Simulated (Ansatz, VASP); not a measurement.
**BaTiO3 in VASP and in Ansatz**

The input INCAR:

```
SYSTEM = BaTiO3
PREC = Accurate ; ENCUT = 520
EDIFF = 1E-6 ; ISMEAR = 0
SIGMA = 0.02 ; LREAL = .False.
LASPH = .True. ; NELM = 80
ALGO = Normal ; ISIF = 2
LWAVE = .False. ; LCHARG = .False.
GGA = PS ; NBANDS = 28
```

File KPOINTS:

```
regular mesh
0
Gamma
  6 6 6
  0 0 0
```

File POSCAR:

```
BaTiO3
1.0
    3.9323600000      0.0000000000      0.0000000000
    0.0000000000      2.7990746667      2.8451500000
    0.0000000000     -2.7990746667      2.8451500000
Ba Ti O
1 1 3
Direct
    0.0000000000      0.0000000000      0.0000000000
    0.5000000000      0.5124000000      0.5124000000
    0.0000000000      0.4874000000      0.4874000000
    0.5000000000      0.5052400000      0.9918400000
    0.5000000000      0.9918400000      0.5052400000
```

Input for Ansatz:

```yaml
crystal:
  lattice:
    - [3.93236, 0.0, 0.0]
    - [0.0, 2.799074666666667, 2.84515]
    - [0.0, -2.799074666666667, 2.84515]
  atoms:
    - { symbol: Ba, position: [0.0, 0.0, 0.0] }
    - { symbol: Ti, position: [0.5, 0.5124, 0.5124] }
    - { symbol: O, position: [0.0, 0.4874, 0.4874] }
    - { symbol: O, position: [0.5, 0.50524, 0.99184] }
    - { symbol: O, position: [0.5, 0.99184, 0.50524] }
basis:
  ecutwfc: 420.0
kpoints:
  mp_grid:
    grid: [6, 6, 6]
hamiltonian:
  xc: pbesol
scf:
  occupations:
    method: gaussian
    width: 0.02
output:
  stress: true
```

Alike in both runs: task single point; functional PBEsol; k mesh 6 × 6 × 6; occupations gaussian, width 0.02 eV; no spin polarisation.

|  | VASP | Ansatz |
| --- | --- | --- |
| version | VASP 6.6.1 | Ansatz 0.2.0 |
| potentials or method | VASP PAW PBE potentials, release 64 (Ba_sv, Ti_sv, O), cutoff 520 eV | plane waves, PAW |
| valence electrons in the cell | 40 | 40 |

```csv
,VASP,Ansatz,Ansatz less VASP
pressure (GPa),2.7,0.7,-2.03
"traceless stress, the component that is largest in VASP (GPa)",-2.56,-2.50,+0.058
```

VASP's potentials were made for PBE, not for PBEsol.

Spin-orbit coupling is off throughout.
